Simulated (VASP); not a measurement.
# Zn (P6_3/mmc) in VASP: notebook

The runs below take Zn through single point, relaxation of cell and atoms, with PBEsol.

All numbers are computed with VASP 6.6.1; they aren't measurements. Logs are shortened: lines on timing, memory, paths and dates and some standing lists are left out, and cuts for length are marked.

### 1 The cell of the first run

It takes space group P6_3/mmc (No. 194, hexagonal). Conventional cell: a = 2.604 Å, b = 2.604 Å, c = 4.841 Å, α = 90.00°, β = 90.00°, γ = 120.00°. Zn (site symmetry -6m2) has 12 Zn at 2.60 to 2.85 Å within 3.4 Å.

### 2 Single point, PBEsol

INCAR

```
SYSTEM = Zn
PREC = Accurate ; ENCUT = 520
EDIFF = 1E-6 ; ISMEAR = 0
SIGMA = 0.05 ; LREAL = .False.
LASPH = .True. ; NELM = 60
ALGO = Normal ; ISIF = 2
LWAVE = .False. ; LCHARG = .True.
GGA = PS ; LELF = .True.
LVHAR = .True. ; NBANDS = 19
```

KPOINTS

```
regular mesh
0
Gamma
  10 10 5
  0 0 0
```

POSCAR

```
Zn
1.0
    2.6037505432      0.0000000000      0.0000000000
   -1.3018752716      2.2549141156      0.0000000000
    0.0000000000      0.0000000000      4.8412803339
Zn
2
Direct
    0.3333333333      0.6666666667      0.2500000000
    0.6666666667      0.3333333333      0.7500000000
```

Potentials or basis: VASP PAW PBE potentials, release 64 (Zn).

Command:

```console
$ cat potpaw_PBE.64/Zn/POTCAR > POTCAR
$ mpirun -np 1 vasp_std > vasp.out
```

OUTCAR:

```text
SYSTEM = Zn
   PREC = Accurate
   ENCUT = 520
   EDIFF = 1E-6
   ISMEAR = 0
   LREAL = .False.
   LASPH = .True.
   NELM = 60
   ISIF = 2
   GGA = PS

 ion  position               nearest neighbor table
   1  0.333  0.667  0.250-   2 2.85   2 2.85   2 2.85   2 2.85   2 2.85   2 2.85
   2  0.667  0.333  0.750-   1 2.85   1 2.85   1 2.85   1 2.85   1 2.85   1 2.85

  LATTYP: Found a hexagonal cell.
 ALAT       =     2.6037505432
 C/A-ratio  =     1.8593487562

  Lattice vectors:

 A1 = (   2.6037505432,   0.0000000000,   0.0000000000)
 A2 = (  -1.3018752716,   2.2549141156,   0.0000000000)
 A3 = (   0.0000000000,   0.0000000000,   4.8412803339)

Analysis of symmetry for initial positions (statically):
=====================================================================
 Subroutine PRICEL returns:
 Original cell was already a primitive cell.

 Routine SETGRP: Setting up the symmetry group for a
 hexagonal supercell.

 Subroutine GETGRP returns: Found 24 space group operations
 (whereof 12 operations were pure point group operations)
 out of a pool of 24 trial point group operations.

The static configuration has the point symmetry D_3d.
 The point group associated with its full space group is D_6h.

Analysis of symmetry for dynamics (positions and initial velocities):
=====================================================================
 Subroutine PRICEL returns:
 Original cell was already a primitive cell.

 Routine SETGRP: Setting up the symmetry group for a
 hexagonal supercell.

 Subroutine GETGRP returns: Found 24 space group operations
 (whereof 12 operations were pure point group operations)
 out of a pool of 24 trial point group operations.

The dynamic configuration has the point symmetry D_3d.
 The point group associated with its full space group is D_6h.

 Subroutine INISYM returns: Found 24 space group operations
 (whereof 12 operations are pure point group operations),
 and found     1 'primitive' translations

----------------------------------------------------------------------------------------

                                     Primitive cell

  volume of cell :      28.4243

  direct lattice vectors                    reciprocal lattice vectors
     2.603750543  0.000000000  0.000000000     0.384061370  0.221737935  0.000000000
    -1.301875272  2.254914116  0.000000000     0.000000000  0.443475870  0.000000000
     0.000000000  0.000000000  4.841280334     0.000000000  0.000000000  0.206556929

  length of vectors
     2.603750543  2.603750543  4.841280334     0.443475870  0.443475870  0.206556929

  position of ions in fractional coordinates (direct lattice)
     0.333333333  0.666666667  0.250000000
     0.666666667  0.333333333  0.750000000

  ion indices of the primitive-cell ions
   primitive index   ion index
                 1           1
                 2           2

----------------------------------------------------------------------------------------

 KPOINTS: regular mesh

Automatic generation of k-mesh.
 Grid dimensions read from file:
 generate k-points for:   10   10    5

 Generating k-lattice:

  Cartesian coordinates                     Fractional coordinates (reciprocal lattice)
     0.038406137  0.022173794  0.000000000     0.100000000  0.000000000  0.000000000
     0.000000000  0.044347587  0.000000000     0.000000000  0.100000000  0.000000000
     0.000000000  0.000000000  0.041311386     0.000000000  0.000000000  0.200000000

  Length of vectors
     0.044347587  0.044347587  0.041311386

  Shift w.r.t. Gamma in fractional coordinates (k-lattice)
     0.000000000  0.000000000  0.000000000

 Subroutine IBZKPT returns following result:
 ===========================================

 Found     42 irreducible k-points:

 Following reciprocal coordinates:
            Coordinates               Weight
  0.000000  0.000000  0.000000      1.000000
  0.100000 -0.000000  0.000000      6.000000
  0.200000 -0.000000  0.000000      6.000000
  0.300000  0.000000  0.000000      6.000000
  0.400000  0.000000  0.000000      6.000000
  0.500000  0.000000  0.000000      3.000000
[... 16 lines left out ...]
  0.300000  0.100000  0.200000     24.000000
  0.400000  0.100000  0.200000     24.000000
 [... further k-points ...]
   k-points           NKPTS =     42   k-points in BZ     NKDIM =     42   number of bands    NBANDS=     19
   number of dos      NEDOS =    301   number of ions     NIONS =      2
   total plane-waves  NPLWV =  14400
   dimension x,y,z NGX =    20 NGY =   20 NGZ =   36
   dimension x,y,z NGXF=    40 NGYF=   40 NGZF=   72
   ions per type =               2
   NGX,Y,Z   is equivalent  to a cutoff of  12.77, 12.77, 12.36 a.u.
   NGXF,Y,Z  is equivalent  to a cutoff of  25.54, 25.54, 24.72 a.u.
 SYSTEM =  Zn
   PREC   = accura    normal or accurate (medium, high low for compatibility)
   ISTART =      0    job   : 0-new  1-cont  2-samecut
   ICHARG =      2    charge: 1-file 2-atom 10-const
   ISPIN  =      1    spin polarized calculation?
   LNONCOLLINEAR =      F non collinear calculations
   LSORBIT =      F    spin-orbit coupling
   LASPH  =      T    aspherical Exc in radial PAW
   ENCUT  =  520.0 eV  38.22 Ry    6.18 a.u.   4.84  4.84  9.00*2*pi/ulx,y,z
   NELM   =     60;   NELMIN=  2; NELMDL= -5     # of ELM steps
   EDIFF  = 0.1E-05   stopping-criterion for ELM
   LREAL  =      F    real-space projection
   EDIFFG = 0.1E-04   stopping-criterion for IOM
   NSW    =      0    number of steps for IOM
   IBRION =     -1    ionic relax: 0-MD 1-quasi-New 2-CG
   NFREE  =      0    steps in history (QN), initial steepest desc. (CG)
   ISIF   =      2    stress and relaxation
   ISYM   =      2    0-nonsym 1-usesym 2-fastsym
   POTIM  = 0.5000    time-step for ionic-motion
   TEBEG  =    0.0;   TEEND  =   0.0 temperature during run
   PSTRESS=    0.0 pullay stress
   NELECT =      24.0000    total number of electrons
   NUPDOWN=      -1.0000    fix difference up-down
   EMIN   =  10.00;   EMAX   =-10.00  energy-range for DOS
   EFERMI =   0.00;   METHOD = LEGACY
   ISMEAR =     0;   SIGMA  =   0.05  broadening in eV -4-tet -1-fermi 0-gaus
   EFERMI_NEDOS =   21; number of points for ismear=-14 and -15
   IALGO  =     38    algorithm
   IMIX   =      4    mixing-type and parameters
     AMIX     =   0.40;   BMIX     =  1.00
     AMIX_MAG =   1.60;   BMIX_MAG =  1.00
  volume/ion in A,a.u.               =      14.21        95.91
  Fermi-wavevector in a.u.,A,eV,Ry     =   1.547327  2.924024 32.575343  2.394220
  Thomas-Fermi vector in A             =   2.652436
   LORBIT       =      0    0 simple, 1 ext, 2 COOP (PROOUT), +10 PAW based schemes
   GGA     = PS    functional components
   LHFCALC =     F    Hartree Fock is set to
   AEXX    =    0.0000 exact exchange contribution
   IVDW    =     0    specifies the selected vdW correction
   LEPSILON=     F    determine dielectric tensor
   LRPA    =     F    only Hartree local field effects (RPA)
 non-spin polarized calculation
 Gauss-broadening in eV      SIGMA  =   0.05
  energy-cutoff  :      520.00
  volume of cell :       28.42
 maximum number of plane-waves:       776
 NGX is ok and might be reduce to    20
   NGX =  9   NGY =  9   NGZ = 19

 number of electron      24.0000030 magnetization

 Free energy of the ion-electron system (eV)
  ---------------------------------------------------
  ext. energy  EPLUGINS =         0.00000000
  ---------------------------------------------------
  free energy    TOTEN  =        -3.18518166 eV

  energy without entropy =       -3.18453082  energy(sigma->0) =       -3.18485624

 E-fermi :   3.2354     XC(G=0): -12.0606

 val. band max:        3.2055474249   @ k =   0.1000  -0.0000   0.2000
 cond. band min:       3.4207735362   @ k =   0.4000   0.0000   0.0000
 fundamental gap:      0.2152261113
 Fermi energy:         3.2353667089

 k-point     1 :       0.0000    0.0000    0.0000
  band No.  band energies     occupation
      1      -7.5354      2.00000
      2      -5.4824      2.00000
      3      -4.6652      2.00000
      4      -4.3986      2.00000
      5      -4.3986      2.00000
      6      -4.3413      2.00000
[... 11 lines left out ...]
     18      23.2842      0.00000
     19      23.4275      0.00000

 k-point     2 :       0.1000   -0.0000    0.0000
  band No.  band energies     occupation
      1      -7.2258      2.00000
      2      -5.3422      2.00000
      3      -4.6340      2.00000
      4      -4.4290      2.00000
      5      -4.3733      2.00000
      6      -4.3209      2.00000
[... 11 lines left out ...]
     18      21.8241      0.00000
     19      23.9214      0.00000

 k-point     3 :       0.2000   -0.0000    0.0000
  band No.  band energies     occupation
      1      -6.3506      2.00000
      2      -5.0663      2.00000
      3      -4.5927      2.00000
      4      -4.4890      2.00000
      5      -4.3849      2.00000
      6      -4.2992      2.00000
[... 11 lines left out ...]
     18      20.0473      0.00000
     19      20.1556      0.00000

 k-point     4 :       0.3000    0.0000    0.0000
  band No.  band energies     occupation
      1      -5.3757      2.00000
      2      -5.0450      2.00000
      3      -4.7113      2.00000
      4      -4.4629      2.00000
      5      -4.3028      2.00000
      6      -4.2528      2.00000
[... 11 lines left out ...]
     18      19.1344      0.00000
     19      21.0114      0.00000

 k-point     5 :       0.4000    0.0000    0.0000
  band No.  band energies     occupation
      1      -5.2127      2.00000
      2      -5.1290      2.00000
      3      -4.9108      2.00000
      4      -4.3751      2.00000
      5      -4.2988      2.00000
      6      -4.2104      2.00000
[... 11 lines left out ...]
     18      18.5854      0.00000
     19      20.1067      0.00000

 k-point     6 :       0.5000    0.0000    0.0000
  band No.  band energies     occupation
      1      -5.2456      2.00000
      2      -5.1573      2.00000
      3      -4.9762      2.00000
      4      -4.4215      2.00000
      5      -4.2340      2.00000
      6      -4.2331      2.00000
[... 11 lines left out ...]
     18      18.4041      0.00000
     19      19.6895      0.00000

 k-point     7 :       0.1000    0.1000    0.0000
  band No.  band energies     occupation
      1      -6.6277      2.00000
      2      -5.1148      2.00000
      3      -4.6216      2.00000
      4      -4.4395      2.00000
      5      -4.4389      2.00000
      6      -4.2629      2.00000
[... 11 lines left out ...]
     18      21.2722      0.00000
     19      22.0157      0.00000

 k-point     8 :       0.2000    0.1000    0.0000
  band No.  band energies     occupation
      1      -5.6005      2.00000
      2      -4.9211      2.00000
      3      -4.5985      2.00000
      4      -4.5832      2.00000
      5      -4.5004      2.00000
      6      -4.2711      2.00000
[... 256 lines left out ...]
 k-point    20 :       0.5000    0.0000    0.2000
  band No.  band energies     occupation
      1      -5.2286      2.00000
      2      -5.2275      2.00000
      3      -4.9116      2.00000
      4      -4.6169      2.00000
      5      -4.1893      2.00000
      6      -4.1268      2.00000
[... 11 lines left out ...]
     18      18.5065      0.00000
     19      18.5092      0.00000

 k-point    21 :       0.1000    0.1000    0.2000
  band No.  band energies     occupation
      1      -6.3932      2.00000
      2      -5.1123      2.00000
      3      -4.6091      2.00000
      4      -4.4922      2.00000
      5      -4.4806      2.00000
      6      -4.2805      2.00000
[... 11 lines left out ...]
     18      19.5312      0.00000
     19      23.6497      0.00000

 k-point    22 :       0.2000    0.1000    0.2000
  band No.  band energies     occupation
      1      -5.4498      2.00000
      2      -4.8945      2.00000
      3      -4.6547      2.00000
      4      -4.5559      2.00000
      5      -4.5447      2.00000
      6      -4.3300      2.00000
[... 11 lines left out ...]
     18      17.6737      0.00000
     19      20.4348      0.00000

 k-point    23 :       0.3000    0.1000    0.2000
  band No.  band energies     occupation
      1      -5.1020      2.00000
      2      -5.0040      2.00000
      3      -4.7666      2.00000
      4      -4.6066      2.00000
      5      -4.3036      2.00000
      6      -4.1471      2.00000
[... 11 lines left out ...]
     18      16.4805      0.00000
     19      19.0194      0.00000

 k-point    24 :       0.4000    0.1000    0.2000
  band No.  band energies     occupation
      1      -5.1385      2.00000
      2      -5.1162      2.00000
      3      -4.8459      2.00000
      4      -4.6048      2.00000
      5      -4.2778      2.00000
      6      -4.0980      2.00000
[... 11 lines left out ...]
     18      15.8360      0.00000
     19      20.2425      0.00000

 [... further k-points ...]
[... 5 lines left out ...]
  --------------------------------------------------------------------------------------
  -------------------------------------------------------------------------------------
  Total        0.0934965      0.0934965      0.0572016      0.0000000     -0.0000000      0.0000000
  in kB        5.2700691      5.2700691      3.2242516      0.0000000     -0.0000000      0.0000000
  external PRESSURE =       4.5881299 kB  Pullay stress =       0.0000000 kB

 VOLUME and BASIS-vectors are now :
 -----------------------------------------------------------------------------
  energy-cutoff  :      520.00
  volume of cell :       28.42
      direct lattice vectors                 reciprocal lattice vectors
     2.603750543  0.000000000  0.000000000     0.384061370  0.221737935  0.000000000
    -1.301875272  2.254914116  0.000000000     0.000000000  0.443475870  0.000000000
     0.000000000  0.000000000  4.841280334     0.000000000  0.000000000  0.206556929

 POSITION                                       TOTAL-FORCE (eV/Angst)
 -----------------------------------------------------------------------------------
     -0.00000      1.50328      1.21032        -0.000000      0.000000      0.000000
      1.30188      0.75164      3.63096         0.000000     -0.000000      0.000000
 -----------------------------------------------------------------------------------
    total drift:                                0.000000     -0.000000      0.000000

  FREE ENERGIE OF THE ION-ELECTRON SYSTEM (eV)
  ---------------------------------------------------
  free  energy   TOTEN  =        -3.1851816557 eV

  energy  without entropy=       -3.1845308174  energy(sigma->0) =       -3.18485624
```

Wall time 18 s (1 thread of AMD EPYC 7R43 (Zen 3), shared host); peak memory 0.11 GiB.

Results:

- Free energy: -3.1852 eV
- Pressure: 0.5 GPa
- Band gap on the k mesh: zero (band 12 reaches 4.55 eV, above the bottom of band 13 at 0.44 eV)

Stress tensor (GPa, compression positive):
```
0.53 0.00 0.00
0.00 0.53 0.00
0.00 0.00 0.32
```

Caveat: the PAW data sets were made with another functional, which shifts forces and pressure a little.

### 3 Relaxation of cell and atoms, PBEsol

This run uses another cell than the first one, of 15.33 Å³/atom, 1.079 times its volume.

INCAR

```
SYSTEM = Zn
  PREC = Accurate
  ENCUT = 600
  EDIFF = 1E-7
  ISMEAR = 0
  SIGMA = 0.05
  LREAL = .False.
  LASPH = .True.
  NELM = 100
  ALGO = Normal
  ISIF = 3
  LWAVE = .False.
  LCHARG = .False.
  GGA = PS
  IBRION = 2
  NSW = 60
  EDIFFG = -0.01
```

KPOINTS is that of step 2.

POSCAR

```
Zn
1.0
    2.6700000000      0.0000000000      0.0000000000
   -1.3350000000      2.3122878281      0.0000000000
    0.0000000000      0.0000000000      4.9660000000
Zn
2
Direct
    0.3333333333      0.6666666667      0.2500000000
    0.6666666667      0.3333333333      0.7500000000
```

Potentials or basis: VASP PAW PBE potentials, release 64 (Zn).

Command:

```console
$ cat potpaw_PBE.64/Zn/POTCAR > POTCAR
$ mpirun -np 1 vasp_std > vasp.out
```

It took 92 s on 1 thread of AMD EPYC 7R43 (Zen 3), shared host; peak memory 0.14 GiB.

It converged, with:

```
Free energy                            : -3.1859 eV
Relaxed volume                         : 14.26 Å³/atom
Relaxed cell                           : a = 2.607 Å, b = 2.607 Å, c = 4.847 Å, α = 90.00°, β = 90.00°, γ = 120.00°
Space group after relaxing (to 0.05 Å) : P6_3/mmc (No. 194)
Energy gained by relaxing              : 19.8 meV/atom
Ionic steps                            : 5
Pressure after relaxing                : 0.0 GPa
Band gap on the k mesh                 : zero (band 12 reaches 4.52 eV, above the bottom of band 13 at 0.41 eV)
```

The path:
| step | energy change (eV) | largest force (eV/Å) | pressure (GPa) | volume (Å³) |
| --- | --- | --- | --- | --- |
| 1 | 0.0000 | 0.0000 | -5.53 | 30.66 |
| 2 | -0.0380 | 0.0000 | 0.74 | 28.37 |
| 3 | -0.0387 | 0.0000 | -0.09 | 28.62 |
| 4 | -0.0394 | 0.0000 | -0.01 | 28.55 |
| 5 | -0.0395 | 0.0000 | -0.02 | 28.53 |

Final structure:
```yaml
crystal:
  lattice:
    - [2.60699, 0.00000, 0.00000]
    - [-1.30350, 2.25772, 0.00000]
    - [0.00000, 0.00000, 4.84675]
  atoms:
    - { symbol: Zn, position: [0.33333, 0.66667, 0.25000] }
    - { symbol: Zn, position: [0.66667, 0.33333, 0.75000] }
```

Levels at points of the mesh, in eV from the Fermi level:
| k point | band 10 | band 11 | band 12 | band 13 | band 14 | band 15 |
| --- | --- | --- | --- | --- | --- | --- |
| (0.00, 0.00, 0.00) | -6.96 | -6.96 | -3.79 | -2.80 | 14.34 | 18.08 |
| (0.50, 0.00, 0.00) | -6.74 | -2.85 | -2.00 | 2.97 | 3.79 | 4.68 |

Caveat: the PAW data sets were made with another functional, which shifts forces and pressure a little.
